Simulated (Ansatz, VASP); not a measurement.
**NiO: VASP beside Ansatz**

```
CELL_PARAMETERS angstrom
0.00000 2.08590 -2.08590
0.00000 2.08590 2.08590
4.17180 0.00000 0.00000
ATOMIC_POSITIONS crystal
Ni 0.00000 0.00000 0.00000
Ni 0.50000 0.50000 0.50000
O 0.00000 0.00000 0.50000
O 0.50000 0.50000 0.00000
```

Alike in both runs: task single point; functional PBEsol; k mesh 6 × 6 × 4; occupations gaussian, width 0.1 eV; collinear spin; Hubbard terms Ni d U = 6.2 eV.

```csv
,VASP,Ansatz
version,VASP 6.6.1,Ansatz 0.2.0
potentials or method,"VASP PAW PBE potentials, release 64 (Ni, O), cutoff 600 eV","scalar-relativistic, plane waves, PAW"
valence electrons in the cell,32,48
```

VASP gave:

| Property | Result |
| --- | --- |
| gap on the k mesh at the Fermi level (eV) | 2.40 |
| least direct gap on the mesh (eV) | 3.11 |
| pressure (GPa) | -6.9 |
| net moment per atom (μB) | 0.00 |
| size of the moment on the site where the two differ most (μB) | 1.83 |

Problem. Which values does Ansatz return?

Solution. gap on the k mesh at the Fermi level (eV): 2.07; least direct gap on the mesh (eV): 2.76; pressure (GPa): 4.5; net moment per atom (μB): 0.00; size of the moment on the site where the two differ most (μB): 1.72.

VASP's potentials were made for PBE, not for PBEsol. Site moments also hang on the region over which each program counts them. The programs project onto different local orbitals, so the same U acts differently, and such runs can settle in different states. VASP's potentials hold 32 valence electrons a cell and Ansatz's 48, so a difference there can come from the potentials and not from the codes.
